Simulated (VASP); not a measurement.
# Se (Fd-3m) in VASP: further runs

Aim: see how the results for Se move with the level of theory and the settings. Levels: PBE, PBEsol+D3(BJ), PBEsol, LDA. Tasks: single point.

All numbers are computed with VASP 6.6.1; they aren't measurements. Logs are shortened: lines on timing, memory, paths and dates and some standing lists are left out, and cuts for length are marked.

**1. The cell of the first run**

The structure is cubic, space group Fd-3m (No. 227). The conventional cell has a = 6.251 Å, b = 6.251 Å, c = 6.251 Å, α = 90.00°, β = 90.00°, γ = 90.00°. Within 3.6 Å of Se (site symmetry -43m) lie 4 Se at 2.71 Å.

**2. Single point, PBE**

The input, INCAR:

```
SYSTEM = Se
PREC = Accurate
ENCUT = 520
EDIFF = 1E-6
ISMEAR = -1
SIGMA = 0.12
LREAL = .False.
LASPH = .True.
NELM = 80
ALGO = Normal
ISIF = 2
LWAVE = .False.
LCHARG = .False.
GGA = PE
NBANDS = 13
```

The input, KPOINTS:

```
Automatic mesh
0
Gamma
  4 4 4
  0 0 0
```

The input, POSCAR:

```
Se
1.0
    0.0000000000      3.1255665700      3.1255665700
    3.1255665700      0.0000000000      3.1255665700
    3.1255665700      3.1255665700      0.0000000000
Se
2
Direct
    1.3320000000      1.1050000000      1.0200000000
    1.5820000000      1.3550000000      1.2700000000
```

Potentials or basis: VASP PAW PBE potentials, release 64 (Se).

Run with:

```bash
cat potpaw_PBE.64/Se/POTCAR > POTCAR
mpirun -np 1 vasp_std > vasp.out
```

OUTCAR:

```text
SYSTEM = Se
   PREC = Accurate
   ENCUT = 520
   EDIFF = 1E-6
   ISMEAR = -1
   LREAL = .False.
   LASPH = .True.
   NELM = 80
   ISIF = 2
   GGA = PE

 ion  position               nearest neighbor table
   1  0.332  0.105  0.020-   2 2.71   2 2.71   2 2.71   2 2.71
   2  0.582  0.355  0.270-   1 2.71   1 2.71   1 2.71   1 2.71

  LATTYP: Found a face centered cubic cell.
 ALAT       =     6.2511331400

  Lattice vectors:

 A1 = (   0.0000000000,   3.1255665700,   3.1255665700)
 A2 = (   3.1255665700,   0.0000000000,   3.1255665700)
 A3 = (   3.1255665700,   3.1255665700,   0.0000000000)

Analysis of symmetry for initial positions (statically):
=====================================================================
 Subroutine PRICEL returns:
 Original cell was already a primitive cell.

 Routine SETGRP: Setting up the symmetry group for a
 face centered cubic supercell.

 Subroutine GETGRP returns: Found 48 space group operations
 (whereof  1 operations were pure point group operations)
 out of a pool of 48 trial point group operations.

The static configuration has the point symmetry C_1 .
 The point group associated with its full space group is O_h .

Analysis of symmetry for dynamics (positions and initial velocities):
=====================================================================
 Subroutine PRICEL returns:
 Original cell was already a primitive cell.

 Routine SETGRP: Setting up the symmetry group for a
 face centered cubic supercell.

 Subroutine GETGRP returns: Found 48 space group operations
 (whereof  1 operations were pure point group operations)
 out of a pool of 48 trial point group operations.

The dynamic configuration has the point symmetry C_1 .
 The point group associated with its full space group is O_h .

 Subroutine INISYM returns: Found 48 space group operations
 (whereof  1 operations are pure point group operations),
 and found     1 'primitive' translations

----------------------------------------------------------------------------------------

                                     Primitive cell

  volume of cell :      61.0684

  direct lattice vectors                    reciprocal lattice vectors
     0.000000000  3.125566570  3.125566570    -0.159970997  0.159970997  0.159970997
     3.125566570  0.000000000  3.125566570     0.159970997 -0.159970997  0.159970997
     3.125566570  3.125566570  0.000000000     0.159970997  0.159970997 -0.159970997

  length of vectors
     4.420218633  4.420218633  4.420218633     0.277077894  0.277077894  0.277077894

  position of ions in fractional coordinates (direct lattice)
     0.332000000  0.105000000  0.020000000
     0.582000000  0.355000000  0.270000000

  ion indices of the primitive-cell ions
   primitive index   ion index
                 1           1
                 2           2

----------------------------------------------------------------------------------------

 KPOINTS: Automatic mesh

Automatic generation of k-mesh.
 Grid dimensions read from file:
 generate k-points for:    4    4    4

 Generating k-lattice:

  Cartesian coordinates                     Fractional coordinates (reciprocal lattice)
    -0.039992749  0.039992749  0.039992749     0.250000000  0.000000000  0.000000000
     0.039992749 -0.039992749  0.039992749     0.000000000  0.250000000  0.000000000
     0.039992749  0.039992749 -0.039992749     0.000000000  0.000000000  0.250000000

  Length of vectors
     0.069269474  0.069269474  0.069269474

  Shift w.r.t. Gamma in fractional coordinates (k-lattice)
     0.000000000  0.000000000  0.000000000

 Subroutine IBZKPT returns following result:
 ===========================================

 Found      8 irreducible k-points:

 Following reciprocal coordinates:
            Coordinates               Weight
  0.000000  0.000000  0.000000      1.000000
  0.250000  0.000000  0.000000      8.000000
  0.500000  0.000000  0.000000      4.000000
  0.250000  0.250000  0.000000      6.000000
  0.500000  0.250000  0.000000     24.000000
 -0.250000  0.250000  0.000000     12.000000
  0.500000  0.500000  0.000000      3.000000
 -0.250000  0.500000  0.250000      6.000000
   k-points           NKPTS =      8   k-points in BZ     NKDIM =      8   number of bands    NBANDS=     13
   number of dos      NEDOS =    301   number of ions     NIONS =      2
   total plane-waves  NPLWV =  46656
   dimension x,y,z NGX =    36 NGY =   36 NGZ =   36
   dimension x,y,z NGXF=    72 NGYF=   72 NGZF=   72
   ions per type =               2
   NGX,Y,Z   is equivalent  to a cutoff of  13.54, 13.54, 13.54 a.u.
   NGXF,Y,Z  is equivalent  to a cutoff of  27.08, 27.08, 27.08 a.u.
 SYSTEM =  Se
   PREC   = accura    normal or accurate (medium, high low for compatibility)
   ISTART =      0    job   : 0-new  1-cont  2-samecut
   ICHARG =      2    charge: 1-file 2-atom 10-const
   ISPIN  =      1    spin polarized calculation?
   LNONCOLLINEAR =      F non collinear calculations
   LSORBIT =      F    spin-orbit coupling
   LASPH  =      T    aspherical Exc in radial PAW
   ENCUT  =  520.0 eV  38.22 Ry    6.18 a.u.   8.22  8.22  8.22*2*pi/ulx,y,z
   NELM   =     80;   NELMIN=  2; NELMDL= -5     # of ELM steps
   EDIFF  = 0.1E-05   stopping-criterion for ELM
   LREAL  =      F    real-space projection
   EDIFFG = 0.1E-04   stopping-criterion for IOM
   NSW    =      0    number of steps for IOM
   IBRION =     -1    ionic relax: 0-MD 1-quasi-New 2-CG
   NFREE  =      0    steps in history (QN), initial steepest desc. (CG)
   ISIF   =      2    stress and relaxation
   ISYM   =      2    0-nonsym 1-usesym 2-fastsym
   POTIM  = 0.5000    time-step for ionic-motion
   TEBEG  =    0.0;   TEEND  =   0.0 temperature during run
   PSTRESS=    0.0 pullay stress
   NELECT =      12.0000    total number of electrons
   NUPDOWN=      -1.0000    fix difference up-down
   EMIN   =  10.00;   EMAX   =-10.00  energy-range for DOS
   EFERMI =   0.00;   METHOD = LEGACY
   ISMEAR =    -1;   SIGMA  =   0.12  broadening in eV -4-tet -1-fermi 0-gaus
   EFERMI_NEDOS =   21; number of points for ismear=-14 and -15
   IALGO  =     38    algorithm
   IMIX   =      4    mixing-type and parameters
     AMIX     =   0.40;   BMIX     =  1.00
     AMIX_MAG =   1.60;   BMIX_MAG =  1.00
  volume/ion in A,a.u.               =      30.53       206.05
  Fermi-wavevector in a.u.,A,eV,Ry     =   0.951765  1.798575 12.324933  0.905857
  Thomas-Fermi vector in A             =   2.080266
   LORBIT       =      0    0 simple, 1 ext, 2 COOP (PROOUT), +10 PAW based schemes
   GGA     = PE    functional components
   LHFCALC =     F    Hartree Fock is set to
   AEXX    =    0.0000 exact exchange contribution
   IVDW    =     0    specifies the selected vdW correction
   LEPSILON=     F    determine dielectric tensor
   LRPA    =     F    only Hartree local field effects (RPA)
 non-spin polarized calculation
  energy-cutoff  :      520.00
  volume of cell :       61.07
 maximum number of plane-waves:      1676
 NGX is ok and might be reduce to    36
   NGX = 17   NGY = 17   NGZ = 17

 number of electron      12.0000000 magnetization

 Free energy of the ion-electron system (eV)
  ---------------------------------------------------
  ext. energy  EPLUGINS =         0.00000000
  ---------------------------------------------------
  free energy    TOTEN  =        -5.96048400 eV

  energy without entropy =       -5.86758258  energy(sigma->0) =       -5.91403329

 E-fermi :   2.3931     XC(G=0):  -8.3012

 val. band max:        2.2024415799   @ k =   0.2500   0.0000   0.0000
 cond. band min:       2.4029408635   @ k =  -0.2500   0.2500   0.0000
 fundamental gap:      0.2004992836
 Fermi energy:         2.3930580199

 k-point     1 :       0.0000    0.0000    0.0000
  band No.  band energies     occupation
      1     -13.1313      2.00000
      2      -7.7827      2.00000
      3      -1.1590      2.00000
      4      -1.1590      2.00000
      5      -1.1590      2.00000
      6       1.5597      1.99807
      7       1.5597      1.99807
      8       1.5597      1.99807
      9       6.7678      0.00000
     10       9.9803      0.00000
     11       9.9803      0.00000
     12      11.9393      0.00000
     13      11.9393      0.00000

 k-point     2 :       0.2500    0.0000    0.0000
  band No.  band energies     occupation
      1     -12.7289      2.00000
      2      -8.7130      2.00000
      3      -1.5778      2.00000
      4      -1.5778      2.00000
      5      -1.4615      2.00000
      6       2.2024      1.66080
      7       2.2024      1.66080
      8       2.5303      0.48341
      9       8.2399      0.00000
     10       9.3628      0.00000
     11       9.3628      0.00000
     12      11.1718      0.00000
     13      14.1764      0.00000

 k-point     3 :       0.5000    0.0000    0.0000
  band No.  band energies     occupation
      1     -12.1128      2.00000
      2      -9.7724      2.00000
      3      -1.8817      2.00000
      4      -1.8817      2.00000
      5      -1.8281      2.00000
      6       2.6608      0.19401
      7       2.6608      0.19401
      8       4.1518      0.00000
      9       9.2694      0.00000
     10       9.2711      0.00000
     11      10.3737      0.00000
     12      10.3737      0.00000
     13      12.0924      0.00000
[... 49 lines left out ...]
 k-point     7 :       0.5000    0.5000    0.0000
  band No.  band energies     occupation
      1     -11.0321      2.00000
      2     -11.0321      2.00000
      3      -2.6765      2.00000
      4      -2.6765      2.00000
      5       0.3829      2.00000
      6       0.3829      2.00000
      7       4.6211      0.00000
      8       4.6211      0.00000
      9       8.6126      0.00000
     10       8.6126      0.00000
     11      12.1666      0.00000
     12      12.1666      0.00000
     13      13.5341      0.00000

 k-point     8 :      -0.2500    0.5000    0.2500
  band No.  band energies     occupation
      1     -11.0269      2.00000
      2     -11.0269      2.00000
      3      -2.9159      2.00000
      4      -2.9159      2.00000
      5       1.2080      1.99990
      6       1.2080      1.99990
      7       3.8651      0.00001
      8       3.8651      0.00001
      9       8.3504      0.00000
     10       8.3504      0.00000
     11      11.8428      0.00000
     12      11.8428      0.00000
     13      15.4402      0.00000

------------------------ aborting loop because EDIFF is reached ----------------------------------------

  FORCE on cell =-STRESS in cart. coord.  units (eV):
  Direction    XX          YY          ZZ          XY          YZ          ZX
  --------------------------------------------------------------------------------------
  -------------------------------------------------------------------------------------
  Total        0.8172647      0.8172647      0.8172647      0.0000000      0.0000000      0.0000000
  in kB       21.4415941     21.4415941     21.4415941      0.0000000      0.0000000      0.0000000
  external PRESSURE =      21.4415941 kB  Pullay stress =       0.0000000 kB

 VOLUME and BASIS-vectors are now :
 -----------------------------------------------------------------------------
  energy-cutoff  :      520.00
  volume of cell :       61.07
      direct lattice vectors                 reciprocal lattice vectors
     0.000000000  3.125566570  3.125566570    -0.159970997  0.159970997  0.159970997
     3.125566570  0.000000000  3.125566570     0.159970997 -0.159970997  0.159970997
     3.125566570  3.125566570  0.000000000     0.159970997  0.159970997 -0.159970997

 POSITION                                       TOTAL-FORCE (eV/Angst)
 -----------------------------------------------------------------------------------
      0.39070      1.10020      1.36587         0.000000      0.000000      0.000000
      1.95348      2.66298      2.92866        -0.000000     -0.000000     -0.000000
 -----------------------------------------------------------------------------------
    total drift:                                0.000000      0.000000     -0.000000

  FREE ENERGIE OF THE ION-ELECTRON SYSTEM (eV)
  ---------------------------------------------------
  free  energy   TOTEN  =        -5.9604840017 eV

  energy  without entropy=       -5.8675825753  energy(sigma->0) =       -5.91403329
```

It took 9.1 s on 1 thread of AMD EPYC 9R14 (Zen 4), shared host; peak memory 0.16 GiB.

What came out:

```yaml
Free_energy: -5.9605 eV
Pressure: 2.1 GPa
Band_gap_on_the_k_mesh: zero (band 6 reaches 2.66 eV, above the bottom of band 7 at 1.56 eV)
```

Levels at points of the mesh, in eV from the Fermi level:
```
           k point  band 4  band 5  band 6  band 7  band 8  band 9
(0.00, 0.00, 0.00)   -3.55   -3.55   -0.83   -0.83   -0.83    4.37
(0.50, 0.00, 0.00)   -4.27   -4.22    0.27    0.27    1.76    6.88
(0.50, 0.50, 0.00)   -5.07   -2.01   -2.01    2.23    2.23    6.22
```

Caveat: the k points lie up to 0.44 Å⁻¹ apart.

**3. Single point, PBE**

The input, INCAR:

```
SYSTEM = Se
ALGO = Normal
EDIFF = 1E-6
ENCUT = 520
GGA = PE
ISIF = 2
ISMEAR = 0
LASPH = .True.
LCHARG = .False.
LREAL = .False.
LWAVE = .False.
NBANDS = 13
NELM = 60
PREC = Accurate
SIGMA = 0.1
```

The input, KPOINTS:

```
k-points
0
Gamma
  5 5 5
  0 0 0
```

The input, POSCAR:

```
Se
1.0
    0.0000000000      3.1255665700      3.1255665700
    3.1255665700      0.0000000000      3.1255665700
    3.1255665700      3.1255665700      0.0000000000
Se
2
Direct
    0.5000000000      0.5000000000      0.5000000000
    0.7500000000      0.7500000000      0.7500000000
```

Potentials or basis: VASP PAW PBE potentials, release 64 (Se).

Run with:

```bash
cat potpaw_PBE.64/Se/POTCAR > POTCAR
mpirun -np 1 vasp_std > vasp.out
```

It took 8.8 s on 1 thread of AMD EPYC 9R14 (Zen 4), shared host; peak memory 0.16 GiB.

It converged, with:

```yaml
Free_energy: -5.9719 eV
Pressure: 1.6 GPa
Band_gap_on_the_k_mesh: zero (band 6 reaches 2.57 eV, above the bottom of band 7 at 1.55 eV)
```

Levels at points of the mesh, in eV from the Fermi level:
| k point | band 3 | band 4 | band 5 | band 6 | band 7 | band 8 | band 9 | band 10 |
| --- | --- | --- | --- | --- | --- | --- | --- | --- |
| (0.00, 0.00, 0.00) | -3.55 | -3.55 | -3.55 | -0.82 | -0.82 | -0.82 | 4.36 | 7.60 |

**4. Single point, PBEsol+D3(BJ)**

The input, INCAR:

```
  PREC = Accurate
  ENCUT = 520
  EDIFF = 1E-6
  ISMEAR = 0
  SIGMA = 0.1
  LREAL = False
  LASPH = True
  NELM = 80
  ALGO = Normal
  ISIF = 2
  LWAVE = False
  LCHARG = False
  GGA = PS
  IVDW = 12
  NELECT = 11.0
  NBANDS = 13
```

The input, KPOINTS:

```
Automatic mesh
0
Gamma
  6 6 6
```

POSCAR is that of step 3.

Potentials or basis: VASP PAW PBE potentials, release 64 (Se).

Run with:

```bash
cat potpaw_PBE.64/Se/POTCAR > POTCAR
mpirun -np 1 vasp_std > vasp.out
```

OUTCAR:

```text
PREC = Accurate
   ENCUT = 520
   EDIFF = 1E-6
   ISMEAR = 0
   LREAL = False
   LASPH = True
   NELM = 80
   ISIF = 2
   GGA = PS
   IVDW = 12
   NELECT = 11.0
 IVDW          = 12

 ion  position               nearest neighbor table
   1  0.500  0.500  0.500-   2 2.71   2 2.71   2 2.71   2 2.71
   2  0.750  0.750  0.750-   1 2.71   1 2.71   1 2.71   1 2.71

  LATTYP: Found a face centered cubic cell.
 ALAT       =     6.2511331400

  Lattice vectors:

[... 436 lines left out ...]

 Edisp (eV)   -0.49840

 E8    (eV) :    -0.3168

  FORCE on cell =-STRESS in cart. coord.  units (eV):
  Direction    XX          YY          ZZ          XY          YZ          ZX
  --------------------------------------------------------------------------------------
  -------------------------------------------------------------------------------------
  Total      -9.90078    -9.90078    -9.90078    -0.00000     0.00000     0.00000
  in kB    -259.75497  -259.75497  -259.75497    -0.00000     0.00000     0.00000
  external pressure =     -259.75 kB  Pullay stress =        0.00 kB

 VOLUME and BASIS-vectors are now :
 -----------------------------------------------------------------------------
  energy-cutoff  :      520.00
  volume of cell :       61.07
      direct lattice vectors                 reciprocal lattice vectors
     0.000000000  3.125566570  3.125566570    -0.159970997  0.159970997  0.159970997
     3.125566570  0.000000000  3.125566570     0.159970997 -0.159970997  0.159970997
     3.125566570  3.125566570  0.000000000     0.159970997  0.159970997 -0.159970997

 POSITION                                       TOTAL-FORCE (eV/Angst)
 -----------------------------------------------------------------------------------
      3.12557      3.12557      3.12557        -0.000000     -0.000000     -0.000000
      4.68835      4.68835      4.68835         0.000000      0.000000      0.000000
 -----------------------------------------------------------------------------------
    total drift:                                0.000000      0.000000      0.000000

  FREE ENERGIE OF THE ION-ELECTRON SYSTEM (eV)
  ---------------------------------------------------
  free  energy   TOTEN  =        -8.9945176511 eV

  energy  without entropy=       -8.9883417851  energy(sigma->0) =       -8.99142972
```

OSZICAR:

```text
N       E                     dE             d eps       ncg     rms          rms(c)
DAV:   1     0.463394933948E+02    0.46339E+02   -0.40094E+03   416   0.637E+02
DAV:   2    -0.517352637804E+01   -0.51513E+02   -0.49215E+02   563   0.120E+02
DAV:   3    -0.855911633060E+01   -0.33856E+01   -0.33705E+01   516   0.338E+01
DAV:   4    -0.858590694327E+01   -0.26791E-01   -0.26786E-01   506   0.363E+00
DAV:   5    -0.858608647310E+01   -0.17953E-03   -0.17953E-03   531   0.301E-01    0.537E+00
DAV:   6    -0.847442614117E+01    0.11166E+00   -0.51277E-01   471   0.347E+00    0.292E+00
DAV:   7    -0.848416176124E+01   -0.97356E-02   -0.64115E-02   466   0.130E+00    0.981E-01
DAV:   8    -0.849362879597E+01   -0.94670E-02   -0.72107E-03   441   0.489E-01    0.143E-01
DAV:   9    -0.849552983442E+01   -0.19010E-02   -0.98931E-04   466   0.174E-01    0.457E-02
DAV:  10    -0.849610052969E+01   -0.57070E-03   -0.55045E-04   441   0.124E-01    0.209E-02
DAV:  11    -0.849611381301E+01   -0.13283E-04   -0.43844E-05   506   0.351E-02    0.647E-03
DAV:  12    -0.849611417889E+01   -0.36589E-06   -0.10570E-06   362   0.587E-03
   1 F= -.89945177E+01 E0= -.89914297E+01  d E =-.617587E-02
```

It took 13 s on 1 thread of AMD EPYC 9R14 (Zen 4), shared host; peak memory 0.17 GiB.

Results:

| Property | Result |
| --- | --- |
| Free energy | -8.9945 eV |
| Dispersion energy per atom | -0.249 eV |

Caveat: the cell carries a net charge on a neutralising background, which shifts energy and pressure; the cell is charged against a uniform background, so pressure and absolute levels hang on convention; the PAW data sets were made with another functional, which shifts forces and pressure a little; pairwise dispersion overbinds metals, which lowers pressure and volume.

(Continued in part 2 of 2.)
